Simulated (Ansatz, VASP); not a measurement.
## TiAl3 in VASP and in Ansatz

```
Ti Al
1.0
    -1.78165    2.13406    4.31114
     1.78165   -2.13406    4.31114
     1.78165    2.13406   -4.31114
Ti Al
1 3
Cartesian
  0.0000 0.0000 0.0000
  0.0000 0.0000 4.3111
  0.0000 2.1341 2.1556
  1.7817 0.0000 2.1556
```

Change from the starting cell: normal strain along x -0.0733, normal strain along y +0.1100.

Alike in both runs: task single point; functional PBE; k mesh 14 × 14 × 14; occupations gaussian, width 0.15 eV; no spin polarisation.

```csv
,VASP,Ansatz
version,VASP 6.6.1,Ansatz 0.2.0
potentials or method,"VASP PAW PBE potentials, release 64 (Ti_sv, Al), cutoff 520 eV","scalar-relativistic, plane waves, PAW"
valence electrons in the cell,21,21
```

|  | VASP | Ansatz | Ansatz less VASP |
| --- | --- | --- | --- |
| gap on the k mesh at the Fermi level (eV) | none | none | - |
| pressure (GPa) | -2.3 | -2.3 | 0.00 |
| traceless stress, the component that is largest in VASP (GPa) | -10.76 | -10.74 | +0.021 |
| rms of the force components (eV/Å) | 0.043 | 0.044 | +0.0006 |

Atom by atom the forces differ by 0.001 eV/Å (rms over components). A gap of «none» marks a metal or a gap that the smearing closes. The functional is the same, so the differences come from potentials, cutoffs and numerics.
